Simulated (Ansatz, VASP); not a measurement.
# Co: VASP beside Ansatz

```
CELL_PARAMETERS angstrom
2.47200 0.00000 0.00000
-1.23600 2.14081 0.00000
0.00000 0.00000 4.02114
ATOMIC_POSITIONS crystal
Co 0.21733 0.39667 0.93400
Co 0.55067 0.06333 0.43400
```

Alike in both runs: task single point; functional PBE; k mesh 3 × 3 × 1; occupations gaussian, width 0.1 eV; collinear spin.

```csv
,VASP,Ansatz
version,VASP 6.6.1,Ansatz 0.2.0
potentials or method,"VASP PAW PBE potentials, release 64 (Co), cutoff 600 eV","scalar-relativistic, plane waves, PAW"
valence electrons in the cell,18,34
```

|  | VASP | Ansatz | Ansatz less VASP |
| --- | --- | --- | --- |
| gap on the k mesh at the Fermi level (eV) | none | none | - |
| pressure (GPa) | 4.0 | 4.8 | +0.79 |
| traceless stress, the component that is largest in VASP (GPa) | -3.60 | 1.03 | +4.632 |
| net moment per atom (μB) | 1.84 | 1.88 | +0.041 |
| size of the moment on the site where the two differ most (μB) | 1.85 | 1.94 | +0.087 |

Site moments also hang on the region over which each program counts them. A gap of «none» marks a metal or a gap that the smearing closes. VASP's potentials hold 18 valence electrons a cell and Ansatz's 34, so a difference there can come from the potentials and not from the codes.

The k mesh is coarse, so the values compare programs but aren't converged.
